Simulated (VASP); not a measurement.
# PbF2 in VASP: notebook

PbF2 is run at these levels: PBE; tasks: single point, relaxation of cell and atoms.

All numbers are computed with VASP 6.6.1; they aren't measurements. Logs are shortened: lines on timing, memory, paths and dates and some standing lists are left out, and cuts for length are marked.

## 1. The cell of the first run

Symmetry: Fm-3m, No. 225, cubic system. The conventional cell has a = 6.001 Å, b = 6.001 Å, c = 6.001 Å, α = 90.00°, β = 90.00°, γ = 90.00°. Pb (site symmetry m-3m) has 8 F at 2.60 Å within 3.4 Å. F (site symmetry -43m) has 4 Pb at 2.60 Å and 6 F at 3.00 Å within 3.4 Å.

## 2. Single point, PBE

The input, INCAR:

```
PREC     = Accurate       # precision mode
ENCUT    = 520            # plane-wave cutoff, eV
EDIFF    = 1E-7           # SCF threshold, eV
ISMEAR   = 0              # smearing method
SIGMA    = 0.02           # smearing width, eV
LREAL    = False          # projectors in reciprocal space
LASPH    = True           # aspherical terms in the spheres
NELM     = 80             # most SCF steps
ALGO     = Normal         # electronic algorithm
ISIF     = 2              # what is computed and relaxed
LWAVE    = False          # write WAVECAR
LCHARG   = False          # write CHGCAR
GGA      = PE             # functional
NBANDS   = 37             # bands
```

The input, KPOINTS:

```
regular mesh
0
Gamma
  4 6 6
```

The input, POSCAR:

```
PbF2
1.0
    6.0009520938      0.0000000000      0.0000000000
    0.0000000000      3.0004611901      3.0005331873
    0.0000000000     -3.0004611901      3.0005331873
Pb F
2 4
Direct
    0.5000000000      0.9699253522      0.9699253522
    0.0000000000      0.4699253522      0.4699253522
    0.7500028385      0.9699001054      0.4699275424
    0.2499971615      0.4699275424      0.9699001054
    0.7499971615      0.4699001054      0.9699275424
    0.2500028385      0.9699275424      0.4699001054
```

Potentials or basis: VASP PAW PBE potentials, release 64 (Pb_d, F).

Launch:

```console
$ cat potpaw_PBE.64/Pb_d/POTCAR potpaw_PBE.64/F/POTCAR > POTCAR
$ mpirun -np 1 vasp_std > vasp.out
```

OUTCAR:

```text
PREC = Accurate
   ENCUT = 520
   EDIFF = 1E-7
   ISMEAR = 0
   LREAL = False
   LASPH = True
   NELM = 80
   ISIF = 2
   GGA = PE

 ion  position               nearest neighbor table
   1  0.500  0.970  0.970-   5 2.60   6 2.60   3 2.60   4 2.60   4 2.60   3 2.60   6 2.60   5 2.60

   2  0.000  0.470  0.470-   3 2.60   4 2.60   5 2.60   6 2.60   6 2.60   5 2.60   4 2.60   3 2.60

   3  0.750  0.970  0.470-   2 2.60   1 2.60   1 2.60   2 2.60
   4  0.250  0.470  0.970-   2 2.60   1 2.60   1 2.60   2 2.60
   5  0.750  0.470  0.970-   1 2.60   2 2.60   2 2.60   1 2.60
   6  0.250  0.970  0.470-   1 2.60   2 2.60   2 2.60   1 2.60

  LATTYP: Found a base centered orthorhombic cell.
 ALAT       =     6.0009223802
 B/A-ratio  =     1.0000239954
 C/A-ratio  =     1.0000049515

  Lattice vectors:

 A1 = (   0.0000000000,   3.0004611901,  -3.0005331873)
 A2 = (   0.0000000000,   3.0004611901,   3.0005331873)
 A3 = (   6.0009520938,   0.0000000000,   0.0000000000)

Analysis of symmetry for initial positions (statically):
=====================================================================
 Subroutine PRICEL returns:
 Original cell was already a primitive cell.

 Routine SETGRP: Setting up the symmetry group for a
 base centered orthorhombic supercell.

 Subroutine GETGRP returns: Found  4 space group operations
 (whereof  2 operations were pure point group operations)
 out of a pool of  8 trial point group operations.

The static configuration has the point symmetry C_2 .
 The point group associated with its full space group is C_2v.

Analysis of symmetry for dynamics (positions and initial velocities):
=====================================================================
 Subroutine PRICEL returns:
 Original cell was already a primitive cell.

 Routine SETGRP: Setting up the symmetry group for a
 base centered orthorhombic supercell.

 Subroutine GETGRP returns: Found  4 space group operations
 (whereof  2 operations were pure point group operations)
 out of a pool of  8 trial point group operations.

The dynamic configuration has the point symmetry C_2 .
 The point group associated with its full space group is C_2v.

 Subroutine INISYM returns: Found  4 space group operations
 (whereof  2 operations are pure point group operations),
 and found     1 'primitive' translations

----------------------------------------------------------------------------------------

                                     Primitive cell

  volume of cell :     108.0529

  direct lattice vectors                    reciprocal lattice vectors
     6.000952094  0.000000000  0.000000000     0.166640224  0.000000000  0.000000000
     0.000000000  3.000461190  3.000533187     0.000000000  0.166641049  0.166637050
     0.000000000 -3.000461190  3.000533187     0.000000000 -0.166641049  0.166637050

  length of vectors
     6.000952094  4.243343818  4.243343818     0.166640224  0.235663204  0.235663204

  position of ions in fractional coordinates (direct lattice)
     0.500000000  0.969925352  0.969925352
     0.000000000  0.469925352  0.469925352
     0.750002839  0.969900105  0.469927542
     0.249997161  0.469927542  0.969900105
     0.749997161  0.469900105  0.969927542
     0.250002839  0.969927542  0.469900105

  ion indices of the primitive-cell ions
   primitive index   ion index
                 1           1
                 2           2
                 3           3
                 4           4
                 5           5
                 6           6

----------------------------------------------------------------------------------------

 KPOINTS: regular mesh

Automatic generation of k-mesh.
 Grid dimensions read from file:
 generate k-points for:    4    6    6

 Generating k-lattice:

  Cartesian coordinates                     Fractional coordinates (reciprocal lattice)
     0.041660056  0.000000000  0.000000000     0.250000000  0.000000000  0.000000000
     0.000000000  0.027773508  0.027772842     0.000000000  0.166666667  0.000000000
     0.000000000 -0.027773508  0.027772842     0.000000000  0.000000000  0.166666667

  Length of vectors
     0.041660056  0.039277201  0.039277201

  Shift w.r.t. Gamma in fractional coordinates (k-lattice)
     0.000000000  0.000000000  0.000000000

 Subroutine IBZKPT returns following result:
 ===========================================

 Found     39 irreducible k-points:

 Following reciprocal coordinates:
            Coordinates               Weight
  0.000000  0.000000  0.000000      1.000000
  0.250000  0.000000  0.000000      2.000000
  0.500000  0.000000  0.000000      1.000000
  0.000000  0.166667 -0.000000      4.000000
  0.250000  0.166667 -0.000000      8.000000
  0.500000  0.166667 -0.000000      4.000000
[... 16 lines left out ...]
  0.250000 -0.333333  0.166667      8.000000
  0.500000 -0.333333  0.166667      4.000000
 [... further k-points ...]
   k-points           NKPTS =     39   k-points in BZ     NKDIM =     39   number of bands    NBANDS=     37
   number of dos      NEDOS =    301   number of ions     NIONS =      6
   total plane-waves  NPLWV =  49152
   dimension x,y,z NGX =    48 NGY =   32 NGZ =   32
   dimension x,y,z NGXF=    96 NGYF=   64 NGZF=   64
   ions per type =               2   4
   NGX,Y,Z   is equivalent  to a cutoff of  13.30, 12.54, 12.54 a.u.
   NGXF,Y,Z  is equivalent  to a cutoff of  26.60, 25.07, 25.07 a.u.
 SYSTEM =  unknown system
   PREC   = accura    normal or accurate (medium, high low for compatibility)
   ISTART =      0    job   : 0-new  1-cont  2-samecut
   ICHARG =      2    charge: 1-file 2-atom 10-const
   ISPIN  =      1    spin polarized calculation?
   LNONCOLLINEAR =      F non collinear calculations
   LSORBIT =      F    spin-orbit coupling
   LASPH  =      T    aspherical Exc in radial PAW
   ENCUT  =  520.0 eV  38.22 Ry    6.18 a.u.  11.16  7.89  7.89*2*pi/ulx,y,z
   NELM   =     80;   NELMIN=  2; NELMDL= -5     # of ELM steps
   EDIFF  = 0.1E-06   stopping-criterion for ELM
   LREAL  =      F    real-space projection
   EDIFFG = 0.1E-05   stopping-criterion for IOM
   NSW    =      0    number of steps for IOM
   IBRION =     -1    ionic relax: 0-MD 1-quasi-New 2-CG
   NFREE  =      0    steps in history (QN), initial steepest desc. (CG)
   ISIF   =      2    stress and relaxation
   ISYM   =      2    0-nonsym 1-usesym 2-fastsym
   POTIM  = 0.5000    time-step for ionic-motion
   TEBEG  =    0.0;   TEEND  =   0.0 temperature during run
   PSTRESS=    0.0 pullay stress
   NELECT =      56.0000    total number of electrons
   NUPDOWN=      -1.0000    fix difference up-down
   EMIN   =  10.00;   EMAX   =-10.00  energy-range for DOS
   EFERMI =   0.00;   METHOD = LEGACY
   ISMEAR =     0;   SIGMA  =   0.02  broadening in eV -4-tet -1-fermi 0-gaus
   EFERMI_NEDOS =   21; number of points for ismear=-14 and -15
   IALGO  =     38    algorithm
   IMIX   =      4    mixing-type and parameters
     AMIX     =   0.40;   BMIX     =  1.00
     AMIX_MAG =   1.60;   BMIX_MAG =  1.00
  volume/ion in A,a.u.               =      18.01       121.53
  Fermi-wavevector in a.u.,A,eV,Ry     =   1.314999  2.484987 23.527486  1.729221
  Thomas-Fermi vector in A             =   2.445212
   LORBIT       =      0    0 simple, 1 ext, 2 COOP (PROOUT), +10 PAW based schemes
   GGA     = PE    functional components
   LHFCALC =     F    Hartree Fock is set to
   AEXX    =    0.0000 exact exchange contribution
   IVDW    =     0    specifies the selected vdW correction
   LEPSILON=     F    determine dielectric tensor
   LRPA    =     F    only Hartree local field effects (RPA)
 non-spin polarized calculation
 Gauss-broadening in eV      SIGMA  =   0.02
  energy-cutoff  :      520.00
  volume of cell :      108.05
 maximum number of plane-waves:      2950
 NGX is ok and might be reduce to    48
   NGX = 23   NGY = 15   NGZ = 15

 number of electron      55.9999962 magnetization

 Free energy of the ion-electron system (eV)
  ---------------------------------------------------
  ext. energy  EPLUGINS =         0.00000000
  ---------------------------------------------------
  free energy    TOTEN  =       -28.70187031 eV

  energy without entropy =      -28.70187031  energy(sigma->0) =      -28.70187031

 E-fermi :   1.6169     XC(G=0):  -9.2229

 val. band max:        1.4434720342   @ k =   0.5000   0.5000   0.5000
 cond. band min:       5.8620246066   @ k =   0.0000   0.5000   0.5000
 fundamental gap:      4.4185525724
 Fermi energy:         1.6169222392

 k-point     1 :       0.0000    0.0000    0.0000
  band No.  band energies     occupation
      1     -19.3595      2.00000
      2     -19.1090      2.00000
      3     -19.0107      2.00000
      4     -18.8021      2.00000
      5     -12.9578      2.00000
      6     -12.9578      2.00000
[... 29 lines left out ...]
     36      11.9855      0.00000
     37      15.4887      0.00000

 k-point     2 :       0.2500    0.0000    0.0000
  band No.  band energies     occupation
      1     -19.3240      2.00000
      2     -19.1472      2.00000
      3     -18.9815      2.00000
      4     -18.8333      2.00000
      5     -12.9472      2.00000
      6     -12.9472      2.00000
[... 29 lines left out ...]
     36      13.0404      0.00000
     37      15.4970      0.00000

 k-point     3 :       0.5000    0.0000    0.0000
  band No.  band energies     occupation
      1     -19.2371      2.00000
      2     -19.2371      2.00000
      3     -18.9090      2.00000
      4     -18.9090      2.00000
      5     -12.9298      2.00000
      6     -12.9298      2.00000
[... 29 lines left out ...]
     36      12.6348      0.00000
     37      16.7083      0.00000
[... 761 lines left out ...]
 k-point    23 :       0.2500   -0.3333    0.1667
  band No.  band energies     occupation
      1     -19.2007      2.00000
      2     -19.0809      2.00000
      3     -19.0464      2.00000
      4     -18.9414      2.00000
      5     -12.9350      2.00000
      6     -12.9328      2.00000
[... 29 lines left out ...]
     36      13.1611      0.00000
     37      15.5302      0.00000

 k-point    24 :       0.5000   -0.3333    0.1667
  band No.  band energies     occupation
      1     -19.1407      2.00000
      2     -19.1407      2.00000
      3     -18.9950      2.00000
      4     -18.9950      2.00000
      5     -12.9333      2.00000
      6     -12.9333      2.00000
[... 29 lines left out ...]
     36      13.2256      0.00000
     37      15.1367      0.00000

 [... further k-points ...]
[... 5 lines left out ...]
  --------------------------------------------------------------------------------------
  -------------------------------------------------------------------------------------
  Total       -0.1410821     -0.1420320     -0.1427796      0.0000000      0.0000000      0.0000000
  in kB       -2.0919235     -2.1060090     -2.1170937      0.0000000      0.0000000      0.0000000
  external PRESSURE =      -2.1050087 kB  Pullay stress =       0.0000000 kB

 VOLUME and BASIS-vectors are now :
 -----------------------------------------------------------------------------
  energy-cutoff  :      520.00
  volume of cell :      108.05
      direct lattice vectors                 reciprocal lattice vectors
     6.000952094  0.000000000  0.000000000     0.166640224  0.000000000  0.000000000
     0.000000000  3.000461190  3.000533187     0.000000000  0.166641049  0.166637050
     0.000000000 -3.000461190  3.000533187     0.000000000 -0.166641049  0.166637050

 POSITION                                       TOTAL-FORCE (eV/Angst)
 -----------------------------------------------------------------------------------
      3.00048      0.00000      5.82059         0.000000      0.000000     -0.000406
      0.00000      0.00000      2.82005         0.000000      0.000000     -0.000406
      4.50073      1.50015      4.32025        -0.000012      0.000114      0.000203
      1.50022     -1.50015      4.32025         0.000012     -0.000114      0.000203
      4.50070     -1.50031      4.32025         0.000012      0.000114      0.000203
      1.50026      1.50031      4.32025        -0.000012     -0.000114      0.000203
 -----------------------------------------------------------------------------------
    total drift:                                0.000000     -0.000003      0.001258

  FREE ENERGIE OF THE ION-ELECTRON SYSTEM (eV)
  ---------------------------------------------------
  free  energy   TOTEN  =       -28.7018703110 eV

  energy  without entropy=      -28.7018703110  energy(sigma->0) =      -28.70187031
```

It took 76 s on 1 thread of Intel Xeon 6975P-C (Granite Rapids), shared host; peak memory 0.27 GiB.

What came out:

```
Free energy            : -28.7019 eV
Pressure               : -0.2 GPa
Band gap on the k mesh : 4.42 eV
```

Caveat: spin-orbit coupling is left out, which moves the levels of the heavy elements.

## 3. Relaxation of cell and atoms, PBE

This run uses another cell than the first one, of 18.15 Å³/atom, 1.008 times its volume.

The input, INCAR:

```
SYSTEM = PbF2
PREC = Accurate ; ENCUT = 600
EDIFF = 1E-7 ; ISMEAR = 0
SIGMA = 0.02 ; LREAL = .False.
LASPH = .True. ; NELM = 80
ALGO = Normal ; ISIF = 3
LWAVE = .False. ; LCHARG = .False.
GGA = PE ; IBRION = 2
NSW = 100 ; EDIFFG = -0.01
```

The input, KPOINTS:

```
regular mesh
0
Gamma
  4 6 6
  0 0 0
```

The input, POSCAR:

```
PbF2
1.0
    6.0240560000      0.0000000000      0.0000000000
    0.0000000000      3.0020500000      3.0112850000
    0.0000000000     -3.0020500000      3.0112850000
Pb F
2 4
Direct
    0.5000000000      0.9774790000      0.9774790000
    0.0000000000      0.4774790000      0.4774790000
    0.7647730000      0.9736080000      0.4586660000
    0.2352270000      0.4586660000      0.9736080000
    0.7352270000      0.4736080000      0.9586660000
    0.2647730000      0.9586660000      0.4736080000
```

Potentials or basis: VASP PAW PBE potentials, release 64 (Pb_d, F).

Launch:

```console
$ cat potpaw_PBE.64/Pb_d/POTCAR potpaw_PBE.64/F/POTCAR > POTCAR
$ mpirun -np 1 vasp_std > vasp.out
```

It took 16 min on 1 thread of Intel Xeon 6975P-C (Granite Rapids), shared host; peak memory 0.33 GiB.

The run converged. Its results:

- Free energy: -28.7105 eV
- Relaxed volume: 17.94 Å³/atom
- Relaxed cell: a = 5.989 Å, b = 4.240 Å, c = 4.240 Å, α = 90.10°, β = 90.00°, γ = 90.00°
- Space group after relaxing (to 0.05 Å): Fm-3m (No. 225)
- Energy gained by relaxing: 3.2 meV/atom
- Ionic steps: 18
- Pressure after relaxing: 0.0 GPa
- Largest force after relaxing: 0.005 eV/Å
- Band gap on the k mesh: 4.42 eV

Forces on the atoms (eV/Å):
```
Pb   0.000  0.000 -0.002
Pb   0.000  0.000 -0.002
F   -0.004  0.003  0.001
F    0.004 -0.003  0.001
F    0.004  0.003  0.001
F   -0.004 -0.003  0.001
```

Stress tensor (GPa, compression positive):
```
 0.04  0.00  0.00
 0.00 -0.08  0.00
 0.00  0.00  0.02
```

The path:
```tsv
step	energy change (eV)	largest force (eV/Å)	pressure (GPa)	volume (Å³)
1	0.0000	0.0656	-0.48	108.92
2	-0.0023	0.0697	0.01	108.07
3	-0.0025	0.0714	0.23	107.71
4	-0.0044	0.0683	0.22	107.67
5	-0.0093	0.0589	0.22	107.54
6	-0.0155	0.0359	0.28	107.27
7	-0.0072	0.0847	0.67	106.75
8	-0.0164	0.0269	0.32	107.17
9	-0.0144	0.0160	-0.86	109.11
10	-0.0176	0.0220	-0.13	107.89
11	-0.0184	0.0178	-0.04	107.72
12	-0.0184	0.0171	-0.02	107.69
13	-0.0187	0.0144	0.08	107.52
14	-0.0189	0.0112	0.19	107.34
15	-0.0190	0.0103	0.16	107.38
16	-0.0192	0.0078	0.09	107.50
17	-0.0192	0.0041	-0.06	107.73
18	-0.0193	0.0051	-0.01	107.65
```

Final structure:
```
Pb F
1.0
     5.98879    0.00000    0.00000
     0.00000    3.00054    2.99522
     0.00000   -3.00054    2.99522
Pb F
2 4
Direct
  0.50000 0.97009 0.97009
  0.00000 0.47009 0.47009
  0.75096 0.96951 0.47016
  0.24904 0.47016 0.96951
  0.74904 0.46951 0.97016
  0.25096 0.97016 0.46951
```

Levels at points of the mesh, in eV from the valence-band top:
```csv
k point,band 25,band 26,band 27,band 28,band 29,band 30,band 31,band 32
"(0.00, 0.00, 0.00)",-1.38,-1.38,-1.37,-0.15,4.42,6.73,6.73,6.74
"(0.50, 0.00, 0.00)",-1.54,-1.54,-0.89,-0.89,5.07,5.07,7.30,7.30
"(0.00, 0.50, 0.00)",-1.46,-1.46,-0.21,-0.21,5.49,5.49,6.67,6.67
"(0.50, 0.50, 0.00)",-1.94,-1.94,-0.01,-0.01,5.03,5.03,7.56,7.56
"(0.00, 0.50, 0.50)",-1.37,-1.37,-0.15,-0.14,4.42,4.42,7.77,7.77
"(0.50, 0.50, 0.50)",-1.32,-1.32,0.00,0.00,6.00,6.00,6.01,6.01
```

Caveat: spin-orbit coupling is left out, which moves the levels of the heavy elements. A hybrid or GW would open this gap; PBE tends to underestimate it.
